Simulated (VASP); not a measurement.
# Zn in VASP: a series of runs

The runs below take Zn through single point, relaxation of cell and atoms, with PBEsol+D3(BJ), pbesol exchange, pbe correlation, RPBE.

All numbers are computed with VASP 6.6.1; they aren't measurements. Logs are shortened: lines on timing, memory, paths and dates and some standing lists are left out, and cuts for length are marked.

## 1. The cell of the first run

The typed cell holds 1 atom: a = 2.719 Å, b = 2.719 Å, c = 2.732 Å, α = 110.63°, β = 109.82°, γ = 108.46°.

## 2. Single point, PBEsol+D3(BJ) (the cell strained at random)

Contents of INCAR:

```
PREC     = Accurate       # precision mode
ENCUT    = 520            # plane-wave cutoff, eV
EDIFF    = 1E-6           # SCF threshold, eV
ISMEAR   = -5             # smearing method
SIGMA    = 0.1            # smearing width, eV
LREAL    = False          # projectors in reciprocal space
LASPH    = True           # aspherical terms in the spheres
NELM     = 80             # most SCF steps
ALGO     = Normal         # electronic algorithm
ISIF     = 2              # what is computed and relaxed
LWAVE    = False          # write WAVECAR
LCHARG   = False          # write CHGCAR
GGA      = PS             # functional
IVDW     = 12             # dispersion correction
NBANDS   = 12             # bands
```

Contents of KPOINTS:

```
Automatic mesh
0
Gamma
  9 9 9
```

Contents of POSCAR:

```
Zn
1.0
    2.7190092700      0.0000000000      0.0000000000
   -0.8609835063      2.5794271766      0.0000000000
   -0.9263102246     -1.3239398409      2.2030565370
Zn
1
Direct
    0.0000000000      0.0000000000      0.0000000000
```

Potentials or basis: VASP PAW PBE potentials, release 64 (Zn).

Started as:

```
$ cat potpaw_PBE.64/Zn/POTCAR > POTCAR
$ mpirun -np 1 vasp_std > vasp.out
```

OUTCAR:

```text
PREC = Accurate
   ENCUT = 520
   EDIFF = 1E-6
   ISMEAR = -5
   LREAL = False
   LASPH = True
   NELM = 80
   ISIF = 2
   GGA = PS
   IVDW = 12
 IVDW          = 12

 ion  position               nearest neighbor table
   1  0.000  0.000  0.000-

  LATTYP: Found a triclinic cell.
 ALAT       =     2.7014441325
 B/A-ratio  =     1.6312194046
 C/A-ratio  =     1.0065021287
 COS(alpha) =     0.0012266272
 COS(beta)  =     0.3448953572
 COS(gamma) =     0.8086153873

  Lattice vectors:

 A1 = (   0.9317155391,   1.2554873357,   2.2030565370)
 A2 = (   0.0054053145,  -0.0684525052,   4.4061130740)
 A3 = (   2.7190092700,   0.0000000000,   0.0000000000)

Analysis of symmetry for initial positions (statically):
=====================================================================
 Subroutine PRICEL returns:
 Original cell was already a primitive cell.

 Routine SETGRP: Setting up the symmetry group for a
 triclinic supercell.

 Subroutine GETGRP returns: Found  2 space group operations
 (whereof  2 operations were pure point group operations)
 out of a pool of  2 trial point group operations.

The static configuration has the point symmetry S_2 .

Analysis of symmetry for dynamics (positions and initial velocities):
=====================================================================
 Subroutine PRICEL returns:
 Original cell was already a primitive cell.

 Routine SETGRP: Setting up the symmetry group for a
 triclinic supercell.

 Subroutine GETGRP returns: Found  2 space group operations
 (whereof  2 operations were pure point group operations)
 out of a pool of  2 trial point group operations.

The dynamic configuration has the point symmetry S_2 .

 Subroutine INISYM returns: Found  2 space group operations
 (whereof  2 operations are pure point group operations),
 and found     1 'primitive' translations

----------------------------------------------------------------------------------------

                                     Primitive cell

  volume of cell :      15.4511

  direct lattice vectors                    reciprocal lattice vectors
     2.719009270  0.000000000  0.000000000     0.367781019  0.122761129  0.228413415
    -0.860983506  2.579427177  0.000000000     0.000000000  0.387682974  0.232980374
    -0.926310225 -1.323939841  2.203056537     0.000000000  0.000000000  0.453914815

  length of vectors
     2.719009270  2.719326600  2.732091770     0.450006512  0.452302933  0.453914815

  position of ions in fractional coordinates (direct lattice)
     0.000000000  0.000000000  0.000000000

  ion indices of the primitive-cell ions
   primitive index   ion index
                 1           1

----------------------------------------------------------------------------------------

 KPOINTS: Automatic mesh

Automatic generation of k-mesh.
 Grid dimensions read from file:
 generate k-points for:    9    9    9

 Generating k-lattice:

  Cartesian coordinates                     Fractional coordinates (reciprocal lattice)
     0.040864558  0.013640125  0.025379268     0.111111111 -0.000000000  0.000000000
     0.000000000  0.043075886  0.025886708     0.000000000  0.111111111  0.000000000
     0.000000000  0.000000000  0.050434979     0.000000000  0.000000000  0.111111111

  Length of vectors
     0.050000724  0.050255881  0.050434979

  Shift w.r.t. Gamma in fractional coordinates (k-lattice)
     0.000000000  0.000000000  0.000000000

 TETIRR: Found   2184 inequivalent tetrahedra from     4374

 Subroutine IBZKPT returns following result:
 ===========================================

 Found    365 irreducible k-points:

 Following reciprocal coordinates:
            Coordinates               Weight
  0.000000  0.000000  0.000000      1.000000
  0.111111 -0.000000  0.000000      2.000000
  0.222222 -0.000000 -0.000000      2.000000
  0.333333 -0.000000  0.000000      2.000000
  0.444444 -0.000000 -0.000000      2.000000
  0.000000  0.111111  0.000000      2.000000
[... 16 lines left out ...]
 -0.111111  0.222222 -0.000000      2.000000
  0.000000  0.333333  0.000000      2.000000
 [... further k-points ...]
   k-points           NKPTS =    365   k-points in BZ     NKDIM =    365   number of bands    NBANDS=     12
   number of dos      NEDOS =    301   number of ions     NIONS =      1
   total plane-waves  NPLWV =   8000
   dimension x,y,z NGX =    20 NGY =   20 NGZ =   20
   dimension x,y,z NGXF=    40 NGYF=   40 NGZF=   40
   ions per type =               1
   NGX,Y,Z   is equivalent  to a cutoff of  12.23, 12.23, 12.17 a.u.
   NGXF,Y,Z  is equivalent  to a cutoff of  24.46, 24.45, 24.34 a.u.
 SYSTEM =  unknown system
   PREC   = accura    normal or accurate (medium, high low for compatibility)
   ISTART =      0    job   : 0-new  1-cont  2-samecut
   ICHARG =      2    charge: 1-file 2-atom 10-const
   ISPIN  =      1    spin polarized calculation?
   LNONCOLLINEAR =      F non collinear calculations
[... 67 lines left out ...]
      7      21.5042      0.00000
      8      21.8266      0.00000
      9      22.0415      0.00000
     10      23.4160      0.00000
     11      23.7597      0.00000
     12      23.9106      0.00000

 k-point     2 :       0.1111   -0.0000    0.0000
  band No.  band energies     occupation
      1      -7.0556      2.00000
      2      -4.8565      2.00000
      3      -4.8428      2.00000
      4      -4.7488      2.00000
      5      -4.3889      2.00000
      6      -4.3235      2.00000
      7      17.6350      0.00000
      8      19.8675      0.00000
      9      20.4716      0.00000
     10      21.9328      0.00000
     11      22.1217      0.00000
     12      22.9819      0.00000

 k-point     3 :       0.2222   -0.0000   -0.0000
  band No.  band energies     occupation
      1      -6.0348      2.00000
      2      -4.9382      2.00000
      3      -4.7122      2.00000
      4      -4.5138      2.00000
      5      -4.4313      2.00000
      6      -4.3262      2.00000
      7      12.1700      0.00000
      8      17.3367      0.00000
      9      18.3423      0.00000
     10      20.1603      0.00000
     11      20.9387      0.00000
     12      24.0986      0.00000

 k-point     4 :       0.3333   -0.0000    0.0000
  band No.  band energies     occupation
      1      -5.4599      2.00000
      2      -5.0360      2.00000
      3      -4.4248      2.00000
      4      -4.3248      2.00000
      5      -4.2284      2.00000
      6      -3.4053      2.00000
      7       7.2621     -0.08115
      8      15.4505      0.00000
      9      16.7464      0.00000
     10      18.9946      0.00000
     11      20.1808      0.00000
     12      26.1495      0.00000

 k-point     5 :       0.4444   -0.0000   -0.0000
  band No.  band energies     occupation
      1      -5.4690      2.00000
      2      -5.0996      2.00000
      3      -4.3992      2.00000
      4      -4.3211      2.00000
      5      -4.0316      2.00000
      6      -0.8039      2.00000
      7       3.1064      0.53978
      8      14.4430      0.00000
      9      15.9180      0.00000
     10      18.4258      0.00000
     11      19.8261      0.00000
     12      28.7405      0.00000
[... 228 lines left out ...]
      1      -5.4189      2.00000
      2      -5.0101      2.00000
      3      -4.6781      2.00000
      4      -4.4235      2.00000
      5      -4.3154      2.00000
      6      -3.8258      2.00000
      7      10.1444      0.00000
      8      13.1351      0.00000
      9      15.8668      0.00000
     10      20.1756      0.00000
     11      23.3044      0.00000
     12      24.8127      0.00000

 k-point    22 :      -0.2222    0.2222   -0.0000
  band No.  band energies     occupation
      1      -6.0174      2.00000
      2      -4.9831      2.00000
      3      -4.6894      2.00000
      4      -4.5206      2.00000
      5      -4.3850      2.00000
      6      -4.3342      2.00000
      7      12.4352      0.00000
      8      16.8909      0.00000
      9      17.9379      0.00000
     10      19.6383      0.00000
     11      20.6290      0.00000
     12      25.1610      0.00000

 k-point    23 :      -0.1111    0.2222   -0.0000
  band No.  band energies     occupation
      1      -6.3156      2.00000
      2      -4.9060      2.00000
      3      -4.8665      2.00000
      4      -4.5431      2.00000
      5      -4.4065      2.00000
      6      -4.3162      2.00000
      7      15.1360      0.00000
      8      15.4578      0.00000
      9      17.6513      0.00000
     10      21.6208      0.00000
     11      22.3662      0.00000
     12      24.2685      0.00000

 k-point    24 :       0.0000    0.3333    0.0000
  band No.  band energies     occupation
      1      -5.4521      2.00000
      2      -5.0539      2.00000
      3      -4.4069      2.00000
      4      -4.3206      2.00000
      5      -4.2304      2.00000
      6      -3.3760      2.00000
      7       7.4044     -0.06574
      8      15.2360      0.00000
      9      16.5031      0.00000
     10      18.7777      0.00000
     11      19.9778      0.00000
     12      26.4375      0.00000

 [... further k-points ...]

------------------------ aborting loop because EDIFF is reached ----------------------------------------

 Edisp (eV)   -0.35335

 E8    (eV) :    -0.2282

  FORCE on cell =-STRESS in cart. coord.  units (eV):
  Direction    XX          YY          ZZ          XY          YZ          ZX
  --------------------------------------------------------------------------------------
  -------------------------------------------------------------------------------------
  Total      -0.95070    -0.87533    -1.21240     0.09044    -0.13928    -0.02307
  in kB     -98.58158   -90.76636  -125.71779     9.37843   -14.44199    -2.39190
  external pressure =     -105.02 kB  Pullay stress =        0.00 kB

 VOLUME and BASIS-vectors are now :
 -----------------------------------------------------------------------------
  energy-cutoff  :      520.00
  volume of cell :       15.45
      direct lattice vectors                 reciprocal lattice vectors
     2.719009270  0.000000000  0.000000000     0.367781019  0.122761129  0.228413415
    -0.860983506  2.579427177  0.000000000     0.000000000  0.387682974  0.232980374
    -0.926310225 -1.323939841  2.203056537     0.000000000  0.000000000  0.453914815

 POSITION                                       TOTAL-FORCE (eV/Angst)
 -----------------------------------------------------------------------------------
      0.00000      0.00000      0.00000         0.000000     -0.000000      0.000000
 -----------------------------------------------------------------------------------
    total drift:                                0.000000      0.000000      0.000000

  FREE ENERGIE OF THE ION-ELECTRON SYSTEM (eV)
  ---------------------------------------------------
  free  energy   TOTEN  =        -1.8161434848 eV

  energy  without entropy=       -1.8161434848  energy(sigma->0) =       -1.81614348
```

Wall time 78 s (1 thread of Intel Xeon 8259CL, shared host); peak memory 0.19 GiB.

What came out:

```yaml
Free_energy: -1.8161 eV
Pressure: -10.5 GPa
Band_gap_on_the_k_mesh: zero (bands 6 and 7 overlap by 3.65 eV)
Dispersion_energy_per_atom: -0.353 eV
```

Levels at points of the mesh, in eV from the Fermi level:
```
           k point  band 4  band 5  band 6  band 7  band 8  band 9
(0.00, 0.00, 0.00)   -7.95   -7.50   -7.46   18.36   18.68   18.90
```

Caveat: the cell differs from its parent crystal (the cell strained at random); three body term missing; the cell stands under tension; the PAW data sets were made with another functional, which shifts forces and pressure a little; tetrahedron occupations give inexact forces and stress in metals.

## 3. Single point, pbesol exchange, pbe correlation, collinear spin, zero start

Contents of INCAR:

```
SYSTEM = Zn
PREC     = Accurate       ! precision mode
ENCUT    = 500            ! plane-wave cutoff, eV
EDIFF    = 1E-6           ! SCF threshold, eV
ISMEAR   = -1             ! smearing method
SIGMA    = 0.025          ! smearing width, eV
LREAL    = .False.        ! projectors in reciprocal space
LASPH    = .True.         ! aspherical terms in the spheres
NELM     = 200            ! most SCF steps
ALGO     = Normal         ! electronic algorithm
ISIF     = 2              ! what is computed and relaxed
LWAVE    = .False.        ! write WAVECAR
LCHARG   = .True.         ! write CHGCAR
ISPIN    = 2              ! spin polarisation
MAGMOM   = 0              ! initial moments
LORBIT   = 11             ! projections on sites
NUPDOWN  = 0.0            ! fixed moment
GGA      = LIBXC          ! functional
LIBXC1   = GGA_X_PBE_SOL
LIBXC2   = GGA_C_PBE    
LELF     = .True.         ! ELF
LVHAR    = .True.       
NBANDS   = 16             ! bands
GGA_COMPAT= .False.
```

Contents of KPOINTS:

```
Automatic mesh
0
Gamma
  12 12 12
  0 0 0
```

Contents of POSCAR:

```
Zn
1.0
   -1.5690370000      1.5690370000      1.5690370000
    1.5690370000     -1.5690370000      1.5690370000
    1.5690370000      1.5690370000     -1.5690370000
Zn
1
Direct
    0.0000000000      0.0000000000      0.0000000000
```

Potentials or basis: VASP PAW PBE potentials, release 64 (Zn).

Started as:

```
$ cat potpaw_PBE.64/Zn/POTCAR > POTCAR
$ mpirun -np 1 vasp_std > vasp.out
```

Run time: 34 s. Hardware: 1 thread of AMD EPYC 7R13, shared host; peak memory 0.11 GiB.

Results (log left out):

- Free energy: -1.5887 eV
- Pressure: -5.9 GPa
- Net moment: 0.00 μB per cell
- Valence electrons inside the program's atomic spheres: Zn 10.72

Caveat: the cell stands under tension; the PAW data sets were made with another functional, which shifts forces and pressure a little; the total moment is fixed, so each spin has its own Fermi level.

## 4. Single point, RPBE

This run uses another cell than the first one, of 16.13 Å³/atom.

Contents of INCAR:

```
SYSTEM = Zn
PREC = Accurate ; ENCUT = 520
EDIFF = 1E-6 ; ISMEAR = -1
SIGMA = 0.1 ; LREAL = .FALSE.
LASPH = .TRUE. ; NELM = 80
ALGO = Normal ; ISIF = 2
LWAVE = .FALSE. ; LCHARG = .TRUE.
GGA = RP ; LELF = .TRUE.
LVHAR = .TRUE. ; NBANDS = 12
```

Contents of KPOINTS:

```
Automatic mesh
0
G
  12 12 12
  0 0 0
```

Contents of POSCAR:

```
Zn
1.0
   -1.5917236193      1.5917236193      1.5917236193
    1.5917236193     -1.5917236193      1.5917236193
    1.5917236193      1.5917236193     -1.5917236193
Zn
1
Direct
    0.0000000000      0.0000000000      0.0000000000
```

Started as:

```
$ cat potpaw_PBE.64/Zn/POTCAR > POTCAR
$ mpirun -np 1 vasp_std > vasp.out
```

Wall time 24 s (1 thread of AMD EPYC 7R13, shared host); peak memory 0.11 GiB.

Results (log left out):

```
Free energy            : -0.6654 eV
Pressure               : 0.2 GPa
Band gap on the k mesh : zero (bands 6 and 7 overlap by 5.17 eV)
```

Levels at points of the mesh, in eV from the Fermi level:
| k point | band 2 | band 3 | band 4 | band 5 | band 6 | band 7 | band 8 | band 9 | band 10 | band 11 |
| --- | --- | --- | --- | --- | --- | --- | --- | --- | --- | --- |
| (0.00, 0.00, 0.00) | -7.63 | -7.63 | -7.63 | -7.17 | -7.17 | 18.39 | 18.39 | 18.39 | 20.27 | 20.27 |
| (0.50, 0.00, 0.00) | -7.90 | -7.19 | -7.14 | -6.86 | -2.48 | -1.03 | 10.99 | 12.38 | 14.87 | 16.17 |
| (0.50, 0.50, 0.50) | -8.12 | -6.94 | -6.94 | -6.94 | 4.14 | 4.14 | 4.14 | 7.07 | 8.32 | 8.32 |

Caveat: the PAW data sets were made with another functional, which shifts forces and pressure a little.

## 5. Relaxation of cell and atoms, RPBE

Contents of INCAR:

```
  ALGO = Normal
  EDIFF = 1E-6
  EDIFFG = -0.01
  ENCUT = 600
  GGA = RP
  IBRION = 2
  ISIF = 3
  ISMEAR = -1
  LASPH = True
  LCHARG = False
  LREAL = False
  LWAVE = False
  NELM = 80
  NSW = 60
  PREC = Accurate
  SIGMA = 0.1
```

Contents of KPOINTS:

```
k-points
0
Gamma
  12 12 12
```

Contents of POSCAR:

```
Zn
1.0
   -1.5690370000      1.5690370000      1.5690370000
    1.5690370000     -1.5690370000      1.5690370000
    1.5690370000      1.5690370000     -1.5690370000
Zn
1
Direct
    0.0000000000      0.0000000000      0.0000000000
```

Started as:

```
$ cat potpaw_PBE.64/Zn/POTCAR > POTCAR
$ mpirun -np 1 vasp_std > vasp.out
```

It took 42 s on 1 thread of AMD EPYC 7R13, shared host; peak memory 0.12 GiB.

Results (log left out):

- Free energy: -0.6648 eV
- Relaxed volume: 16.19 Å³/atom
- Relaxed cell: a = 2.760 Å, b = 2.760 Å, c = 2.760 Å, α = 109.47°, β = 109.47°, γ = 109.47°
- Space group after relaxing (to 0.1 Å): Im-3m (No. 229)
- Energy gained by relaxing: 6.0 meV/atom
- Ionic steps: 3
- Pressure after relaxing: 0.0 GPa
- Band gap on the k mesh: zero (bands 6 and 7 overlap by 5.17 eV)

Step by step:
| step | energy change (eV) | largest force (eV/Å) | pressure (GPa) | volume (Å³) |
| --- | --- | --- | --- | --- |
| 1 | 0.0000 | 0.0000 | 2.75 | 15.45 |
| 2 | -0.0058 | 0.0000 | 0.45 | 16.05 |
| 3 | -0.0060 | 0.0000 | -0.03 | 16.19 |

Final structure:
```
Zn
1.0
    -1.59372    1.59372    1.59372
     1.59372   -1.59372    1.59372
     1.59372    1.59372   -1.59372
Zn
1
Cartesian
  0.0000 0.0000 0.0000
```

Levels at points of the mesh, in eV from the Fermi level:
```csv
k point,band 3,band 4,band 5,band 6,band 7,band 8,band 9,band 10
"(0.00, 0.00, 0.00)",-7.62,-7.62,-7.16,-7.16,18.33,18.33,18.33,20.24
"(0.50, 0.00, 0.00)",-7.19,-7.13,-6.86,-2.46,-1.03,10.97,12.35,14.84
"(0.50, 0.50, 0.50)",-6.93,-6.93,-6.93,4.13,4.13,4.13,7.03,8.31
```

Caveat: the PAW data sets were made with another functional, which shifts forces and pressure a little.

## 6. The runs side by side

```csv
task,level,spin,fixed moment (μB),cell,k mesh,cutoff (eV),smearing,gap on the mesh (eV),pressure (GPa)
single point,PBEsol+D3(BJ),off,-,"a = 2.719, b = 2.719, c = 2.732 Å, angles 110.6, 109.8, 108.5°, 1 atom",9 × 9 × 9,520,tetrahedron,none,-10.5
single point,"pbesol exchange, pbe correlation","collinear, zero start",0.0,"a = 2.718 Å, angles 109.5°, 1 atom",12 × 12 × 12,500,fermi-dirac 0.025 eV,-,-5.9
single point,RPBE,off,-,"a = 2.757 Å, angles 109.5°, 1 atom",12 × 12 × 12,520,fermi-dirac 0.1 eV,none,0.2
relaxation of cell and atoms,RPBE,off,-,"relaxed from a = 2.718 Å, angles 109.5°, 1 atom",12 × 12 × 12,600,fermi-dirac 0.1 eV,none,0.0
```

Alike in all rows: potentials or basis VASP PAW PBE potentials, release 64 (Zn).

Caveats: the PAW data sets were made with another functional, which shifts forces and pressure a little; the cell stands under tension (at least some runs); three body term missing (at least some runs); tetrahedron occupations give inexact forces and stress in metals (at least some runs); the total moment is fixed, so each spin has its own Fermi level (at least some runs).

Total energies depend on the potentials used, so only differences within one code and one set of settings carry meaning.
